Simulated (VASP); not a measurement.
Runs of VASP 6.6.1 on GeH4. The cell holds a molecule in a box, 5 atoms: a = 12.801 Å, b = 13.301 Å, c = 13.801 Å, α = 90.00°, β = 90.00°, γ = 90.00°. 

```tsv
level	potentials or basis	cutoff (eV)	grid for exact exchange (PRECFOCK)	share of exact exchange	screening parameter	gap on the mesh (eV)	largest force (eV/Å)
LDA	VASP PAW LDA potentials, release 64 (Ge_d, H)	410	-	-	-	7.47	0.13
PBE+D4	VASP PAW PBE potentials, release 64 (Ge_d, H)	410	-	-	-	7.49	0.02
PBE+D3(BJ)	VASP PAW PBE potentials, release 64 (Ge_d, H)	410	-	-	-	7.49	0.03
revPBE+D3(BJ)	VASP PAW PBE potentials, release 64 (Ge_d, H)	410	-	-	-	(a)	0.02
PBEsol	VASP PAW PBE potentials, release 64 (Ge_d, H)	410	-	-	-	(b)	0.08
RPBE	VASP PAW PBE potentials, release 64 (Ge_d, H)	410	-	-	-	7.43	0.04
r2SCAN	VASP PAW PBE potentials, release 64 (Ge_d, H)	450	-	-	-	8.33	0.23
r2SCAN+rVV10	VASP PAW PBE potentials, release 64 (Ge_d, H)	450	-	-	-	8.33	0.23
HSE06+D3(BJ)	VASP PAW PBE potentials, release 64 (Ge_d, H)	410	Normal	0.25	0.2079 1/Å	8.58	0.19
PBE	VASP PAW PBE potentials, release 64 (Ge_d, H)	410	-	-	-	7.49	0.02
```

Alike in all rows: task single point; no spin polarisation; cell as given; k mesh 1 × 1 × 1; smearing gaussian 0.005 eV.

**Question.** Estimate the missing entries.

**Answer.** (a) 7.44; (b) 7.48.

Caveats: the PAW data sets were made with another functional, which shifts forces and pressure a little (at least some runs).

A k mesh can miss the band edges, and the runs leave out spin-orbit coupling on Ge.
